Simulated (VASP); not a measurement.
# SnSe2 (P-3m1) in VASP: further runs

The runs below take SnSe2 through single point, with PBE+D3(BJ).

All numbers are computed with VASP 6.6.1; they aren't measurements. Logs are shortened: lines on timing, memory, paths and dates and some standing lists are left out, and cuts for length are marked.

## Step 1: The cell of the first run

It takes space group P-3m1 (No. 164, trigonal). The conventional cell has a = 3.647 Å, b = 3.647 Å, c = 6.162 Å, α = 90.00°, β = 90.00°, γ = 120.00°. Within 3.5 Å of Sn (site symmetry -3m) lie 6 Se at 2.67 Å. Se (site symmetry 3m) has 3 Sn at 2.67 Å and 9 Se at 3.58 to 3.65 Å within 3.7 Å.

## Step 2: Single point, PBE+D3(BJ) (strain -0.050 along x and y, +0.025 along z)

File INCAR:

```
SYSTEM = SnSe2
ALGO = Normal
EDIFF = 1E-6
ENCUT = 520
GGA = PE
ISIF = 2
ISMEAR = 0
IVDW = 12
LASPH = .True.
LCHARG = .False.
LREAL = .False.
LWAVE = .False.
NBANDS = 20
NELM = 100
PREC = Accurate
SIGMA = 0.03
```

File KPOINTS:

```
k-points
0
Gamma
  12 12 6
  0 0 0
```

File POSCAR:

```
SnSe2
1.0
    3.6470961658      0.0000000000      0.0000000000
   -1.8235480829      3.1584779297      0.0000000000
    0.0000000000      0.0000000000      6.1619218883
Sn Se
1 2
Direct
    0.0000000000      0.0000000000      0.0000000000
    0.3333333333      0.6666666667      0.2651529960
    0.6666666667      0.3333333333      0.7348470040
```

Potentials or basis: VASP PAW PBE potentials, release 64 (Sn_d, Se).

Launch:

```bash
$ cat potpaw_PBE.64/Sn_d/POTCAR potpaw_PBE.64/Se/POTCAR > POTCAR
$ mpirun -np 1 vasp_std > vasp.out
```

OUTCAR:

```text
SYSTEM = SnSe2
   EDIFF = 1E-6
   ENCUT = 520
   GGA = PE
   ISIF = 2
   ISMEAR = 0
   IVDW = 12
   LASPH = .True.
   LREAL = .False.
   NELM = 100
   PREC = Accurate
 IVDW          = 12

 ion  position               nearest neighbor table
   1  0.000  0.000  0.000-   2 2.67   3 2.67   3 2.67   2 2.67   3 2.67   2 2.67
   2  0.333  0.667  0.265-   1 2.67   1 2.67   1 2.67
   3  0.667  0.333  0.735-   1 2.67   1 2.67   1 2.67

  LATTYP: Found a hexagonal cell.
 ALAT       =     3.6470961658
 C/A-ratio  =     1.6895419282

  Lattice vectors:

 A1 = (   3.6470961658,   0.0000000000,   0.0000000000)
 A2 = (  -1.8235480829,   3.1584779297,   0.0000000000)
 A3 = (   0.0000000000,   0.0000000000,   6.1619218883)

Analysis of symmetry for initial positions (statically):
=====================================================================
 Subroutine PRICEL returns:
 Original cell was already a primitive cell.

 Routine SETGRP: Setting up the symmetry group for a
 hexagonal supercell.

 Subroutine GETGRP returns: Found 12 space group operations
 (whereof 12 operations were pure point group operations)
 out of a pool of 24 trial point group operations.

The static configuration has the point symmetry D_3d.

Analysis of symmetry for dynamics (positions and initial velocities):
=====================================================================
 Subroutine PRICEL returns:
 Original cell was already a primitive cell.

 Routine SETGRP: Setting up the symmetry group for a
 hexagonal supercell.

 Subroutine GETGRP returns: Found 12 space group operations
 (whereof 12 operations were pure point group operations)
 out of a pool of 24 trial point group operations.

The dynamic configuration has the point symmetry D_3d.

 Subroutine INISYM returns: Found 12 space group operations
 (whereof 12 operations are pure point group operations),
 and found     1 'primitive' translations

----------------------------------------------------------------------------------------

                                     Primitive cell

  volume of cell :      70.9809

  direct lattice vectors                    reciprocal lattice vectors
     3.647096166  0.000000000  0.000000000     0.274190741  0.158304098  0.000000000
    -1.823548083  3.158477930  0.000000000     0.000000000  0.316608196  0.000000000
     0.000000000  0.000000000  6.161921888     0.000000000  0.000000000  0.162287030

  length of vectors
[... 83 lines left out ...]
   NELM   =    100;   NELMIN=  2; NELMDL= -5     # of ELM steps
   EDIFF  = 0.1E-05   stopping-criterion for ELM
   LREAL  =      F    real-space projection
   EDIFFG = 0.1E-04   stopping-criterion for IOM
   NSW    =      0    number of steps for IOM
   IBRION =     -1    ionic relax: 0-MD 1-quasi-New 2-CG
   NFREE  =      0    steps in history (QN), initial steepest desc. (CG)
   ISIF   =      2    stress and relaxation
   ISYM   =      2    0-nonsym 1-usesym 2-fastsym
   POTIM  = 0.5000    time-step for ionic-motion
   TEBEG  =    0.0;   TEEND  =   0.0 temperature during run
   PSTRESS=    0.0 pullay stress
   NELECT =      26.0000    total number of electrons
   NUPDOWN=      -1.0000    fix difference up-down
   EMIN   =  10.00;   EMAX   =-10.00  energy-range for DOS
   EFERMI =   0.00;   METHOD = LEGACY
   ISMEAR =     0;   SIGMA  =   0.03  broadening in eV -4-tet -1-fermi 0-gaus
   EFERMI_NEDOS =   21; number of points for ismear=-14 and -15
   IALGO  =     38    algorithm
   IMIX   =      4    mixing-type and parameters
     AMIX     =   0.40;   BMIX     =  1.00
     AMIX_MAG =   1.60;   BMIX_MAG =  1.00
  volume/ion in A,a.u.               =      23.66       159.67
  Fermi-wavevector in a.u.,A,eV,Ry     =   1.171347  2.213525 18.667922  1.372054
  Thomas-Fermi vector in A             =   2.307792
   LORBIT       =      0    0 simple, 1 ext, 2 COOP (PROOUT), +10 PAW based schemes
   GGA     = PE    functional components
   LHFCALC =     F    Hartree Fock is set to
   AEXX    =    0.0000 exact exchange contribution
   IVDW    =    12    specifies the selected vdW correction
   LEPSILON=     F    determine dielectric tensor
   LRPA    =     F    only Hartree local field effects (RPA)
 non-spin polarized calculation
 Gauss-broadening in eV      SIGMA  =   0.03
  energy-cutoff  :      520.00
  volume of cell :       70.98
 maximum number of plane-waves:      1928
   NGX = 13   NGY = 13   NGZ = 23

 number of electron      26.0000003 magnetization

 Free energy of the ion-electron system (eV)
  ---------------------------------------------------
  ext. energy  EPLUGINS =         0.00000000
  ---------------------------------------------------
  free energy    TOTEN  =       -11.54693046 eV

  energy without entropy =      -11.54693046  energy(sigma->0) =      -11.54693046

 E-fermi :   5.5427     XC(G=0):  -9.9220

 val. band max:        5.3388839297   @ k =   0.0833   0.0000   0.1667
 cond. band min:       5.6720224196   @ k =   0.0000   0.4167   0.3333
 fundamental gap:      0.3331384899
 Fermi energy:         5.5426796457

 k-point     1 :       0.0000    0.0000    0.0000
  band No.  band energies     occupation
      1     -16.2089      2.00000
      2     -16.2089      2.00000
      3     -16.1482      2.00000
      4     -16.1309      2.00000
      5     -16.1309      2.00000
      6      -9.2525      2.00000
[... 541 lines left out ...]
     19      13.2008      0.00000
     20      14.4542      0.00000

 [... further k-points ...]

------------------------ aborting loop because EDIFF is reached ----------------------------------------

 Edisp (eV)   -1.18150

 E8    (eV) :    -0.5164

  FORCE on cell =-STRESS in cart. coord.  units (eV):
  Direction    XX          YY          ZZ          XY          YZ          ZX
  --------------------------------------------------------------------------------------
  -------------------------------------------------------------------------------------
  Total       3.67441     3.67441     1.05086    -0.00000     0.00000     0.00000
  in kB      82.93861    82.93861    23.72007    -0.00000     0.00000     0.00000
  external pressure =       63.20 kB  Pullay stress =        0.00 kB

 VOLUME and BASIS-vectors are now :
 -----------------------------------------------------------------------------
  energy-cutoff  :      520.00
  volume of cell :       70.98
      direct lattice vectors                 reciprocal lattice vectors
     3.647096166  0.000000000  0.000000000     0.274190741  0.158304098  0.000000000
    -1.823548083  3.158477930  0.000000000     0.000000000  0.316608196  0.000000000
     0.000000000  0.000000000  6.161921888     0.000000000  0.000000000  0.162287030

 POSITION                                       TOTAL-FORCE (eV/Angst)
 -----------------------------------------------------------------------------------
      0.00000      0.00000      0.00000        -0.000000      0.000000      0.000000
     -0.00000      2.10565      1.63385         0.000000     -0.000000      0.238431
      1.82355      1.05283      4.52807        -0.000000      0.000000     -0.238431
 -----------------------------------------------------------------------------------
    total drift:                               -0.000000      0.000000     -0.000000

  FREE ENERGIE OF THE ION-ELECTRON SYSTEM (eV)
  ---------------------------------------------------
  free  energy   TOTEN  =       -12.7284297909 eV

  energy  without entropy=      -12.7284297908  energy(sigma->0) =      -12.72842979
```

stdout:

```text
POSCAR found type information on POSCAR SnSe
 POSCAR found :  2 types and       3 ions
 scaLAPACK will be used
 LDA part: xc-table for (Slater+PW92), standard interpolation
 POSCAR, INCAR and KPOINTS ok, starting setup
 FFT: planning ... GRIDC
 FFT: planning ... GRID_SOFT
 FFT: planning ... GRID
 WAVECAR not read
 entering main loop
```

Wall time 3.1 min (1 thread of Intel Xeon 8259CL, shared host); peak memory 0.29 GiB.

What came out:

| Quantity | Value |
| --- | --- |
| Free energy | -12.7284 eV |
| Pressure | 6.3 GPa |
| Largest force | 0.238 eV/Å |
| Band gap on the k mesh | 0.33 eV (least direct gap 1.10 eV) |
| Dispersion energy per atom | -0.394 eV |

Forces in eV/Å, atoms in the order of the input:
```
Sn   0.000  0.000  0.000
Se   0.000  0.000  0.238
Se   0.000  0.000 -0.238
```

Stress tensor (GPa, compression positive):
```
8.29 0.00 0.00
0.00 8.29 0.00
0.00 0.00 2.37
```

Levels at points of the mesh, in eV from the valence-band top:
```tsv
k point	band 10	band 11	band 12	band 13	band 14	band 15	band 16	band 17
(0.00, 0.00, 0.00)	-0.48	-0.48	-0.27	-0.27	1.27	3.40	4.90	4.90
(0.50, 0.00, 0.00)	-3.75	-2.64	-2.06	-0.40	1.19	3.56	4.78	5.04
(0.00, 0.00, 0.50)	-0.63	-0.63	-0.04	-0.04	3.09	3.32	4.59	4.59
(0.50, 0.00, 0.50)	-2.56	-2.39	-1.32	-0.94	0.37	3.41	4.45	5.23
```

Caveat: the cell differs from its parent crystal (strain -0.050 along x and y, +0.025 along z); the cell stands under pressure; spin-orbit coupling is left out, which moves the levels of the heavy elements. A k mesh can miss the band edges.

## Step 3: Single point, PBE+D3(BJ) (strain -0.025 along x and y, -0.025 along z)

File INCAR:

```
SYSTEM = SnSe2
  PREC = Accurate
  ENCUT = 520
  EDIFF = 1E-7
  ISMEAR = 0
  SIGMA = 0.03
  LREAL = .False.
  LASPH = .True.
  NELM = 100
  ALGO = Normal
  ISIF = 2
  LWAVE = .False.
  LCHARG = .True.
  GGA = PE
  IVDW = 12
  LELF = .True.
  LVHAR = .True.
  NBANDS = 20
```

File KPOINTS:

```
regular mesh
0
Gamma
  12 12 6
  0 0 0
```

File POSCAR:

```
SnSe2
1.0
    3.7430723807      0.0000000000      0.0000000000
   -1.8715361904      3.2415957699      0.0000000000
    0.0000000000      0.0000000000      5.8613403327
Sn Se
1 2
Direct
    0.0000000000      0.0000000000      0.0000000000
    0.3333333333      0.6666666667      0.2651529960
    0.6666666667      0.3333333333      0.7348470040
```

Potentials or basis: VASP PAW PBE potentials, release 64 (Sn_d, Se).

Launch:

```bash
$ cat potpaw_PBE.64/Sn_d/POTCAR potpaw_PBE.64/Se/POTCAR > POTCAR
$ mpirun -np 1 vasp_std > vasp.out
```

Run time: 3.3 min. Hardware: 1 thread of Intel Xeon 8259CL, shared host; peak memory 0.29 GiB.

Results (log left out):

```yaml
Free_energy: -12.7954 eV
Pressure: 6.2 GPa
Largest_force: 0.685 eV/Å
Band_gap_on_the_k_mesh: 0.41 eV (least direct gap 1.13 eV)
Dispersion_energy_per_atom: -0.394 eV
```

Forces on the atoms (eV/Å):
```
Sn   0.000  0.000  0.000
Se   0.000  0.000  0.685
Se   0.000  0.000 -0.685
```

Stress tensor (GPa, compression positive):
```
6.17 0.00 0.00
0.00 6.17 0.00
0.00 0.00 6.25
```

Levels at points of the mesh, in eV from the valence-band top:
```tsv
k point	band 10	band 11	band 12	band 13	band 14	band 15	band 16	band 17
(0.00, 0.00, 0.00)	-0.84	-0.64	-0.64	-0.10	1.03	2.90	4.60	4.60
(0.50, 0.00, 0.00)	-3.61	-3.00	-1.92	-0.45	1.18	3.54	4.87	5.00
(0.00, 0.00, 0.50)	-1.02	-1.02	-0.35	-0.35	2.73	2.86	4.16	4.16
(0.50, 0.00, 0.50)	-2.68	-2.24	-1.27	-1.14	0.71	3.87	4.49	5.57
```

Caveat: the cell differs from its parent crystal (strain -0.025 along x and y, -0.025 along z); the cell stands under pressure; spin-orbit coupling is left out, which moves the levels of the heavy elements.

## Step 4: Single point, PBE+D3(BJ) (strain +0.050 along x and y, +0.050 along z)

File INCAR:

```
SYSTEM = SnSe2
ALGO = Normal ; EDIFF = 1E-6
ENCUT = 520 ; GGA = PE
ISIF = 2 ; ISMEAR = 0
IVDW = 12 ; LASPH = .True.
LCHARG = .False. ; LREAL = .False.
LWAVE = .False. ; NBANDS = 20
NELM = 60 ; PREC = Accurate
SIGMA = 0.03
```

File KPOINTS:

```
k-points
0
Gamma
  12 12 6
  0 0 0
```

File POSCAR:

```
SnSe2
1.0
    4.0310010254      0.0000000000      0.0000000000
   -2.0155005127      3.4909492907      0.0000000000
    0.0000000000      0.0000000000      6.3122126660
Sn Se
1 2
Direct
    0.0000000000      0.0000000000      0.0000000000
    0.3333333333      0.6666666667      0.2651529960
    0.6666666667      0.3333333333      0.7348470040
```

Launch:

```bash
$ cat potpaw_PBE.64/Sn_d/POTCAR potpaw_PBE.64/Se/POTCAR > POTCAR
$ mpirun -np 1 vasp_std > vasp.out
```

Run time: 3.8 min. Hardware: 1 thread of AMD EPYC, shared host; peak memory 0.29 GiB.

Results (log left out):

| Item | Value |
| --- | --- |
| Free energy | -12.6045 eV |
| Pressure | -6.8 GPa |
| Largest force | 0.881 eV/Å |
| Band gap on the k mesh | 0.19 eV (least direct gap 0.39 eV) |
| Dispersion energy per atom | -0.312 eV |

Forces on the atoms (eV/Å):
```
Sn   0.000  0.000  0.000
Se   0.000  0.000 -0.881
Se   0.000  0.000  0.881
```

Stress tensor (GPa, compression positive):
```
-6.78  0.00  0.00
 0.00 -6.78  0.00
 0.00  0.00 -6.91
```

Levels at points of the mesh, in eV from the valence-band top:
```csv
k point,band 9,band 10,band 11,band 12,band 13,band 14,band 15,band 16,band 17,band 18
"(0.00, 0.00, 0.00)",-0.58,-0.58,-0.45,-0.45,-0.19,0.19,2.84,4.17,4.17,7.94
"(0.50, 0.00, 0.00)",-3.60,-2.65,-2.16,-1.33,-0.31,0.86,3.33,4.57,5.23,6.00
"(0.00, 0.00, 0.50)",-1.93,-0.72,-0.72,-0.24,-0.24,1.77,2.54,3.89,3.89,7.23
"(0.50, 0.00, 0.50)",-4.13,-1.92,-1.76,-0.88,-0.79,0.38,3.78,4.42,5.30,5.93
```

Caveat: the cell differs from its parent crystal (strain +0.050 along x and y, +0.050 along z); the cell stands under tension; spin-orbit coupling is left out, which moves the levels of the heavy elements. A k mesh can miss the band edges.

## Step 5: Summary

| cell | gap on the mesh (eV) | pressure (GPa) | largest force (eV/Å) |
| --- | --- | --- | --- |
| a = 3.647, b = 3.647, c = 6.162 Å, angles 90.0, 90.0, 120.0°, 3 atoms | 0.33 | 6.3 | 0.24 |
| a = 3.743, b = 3.743, c = 5.861 Å, angles 90.0, 90.0, 120.0°, 3 atoms | 0.41 | 6.2 | 0.68 |
| a = 4.031, b = 4.031, c = 6.312 Å, angles 90.0, 90.0, 120.0°, 3 atoms | 0.19 | -6.8 | 0.88 |

Alike in all rows: task single point; level PBE+D3(BJ); potentials or basis VASP PAW PBE potentials, release 64 (Sn_d, Se); no spin polarisation; k mesh 12 × 12 × 6; cutoff (eV) 520; smearing gaussian 0.03 eV.

Caveats: spin-orbit coupling is left out, which moves the levels of the heavy elements; the cell stands under pressure (at least some runs); the cell stands under tension (at least some runs).

Total energies depend on the potentials used, so only differences within one code and one set of settings carry meaning.
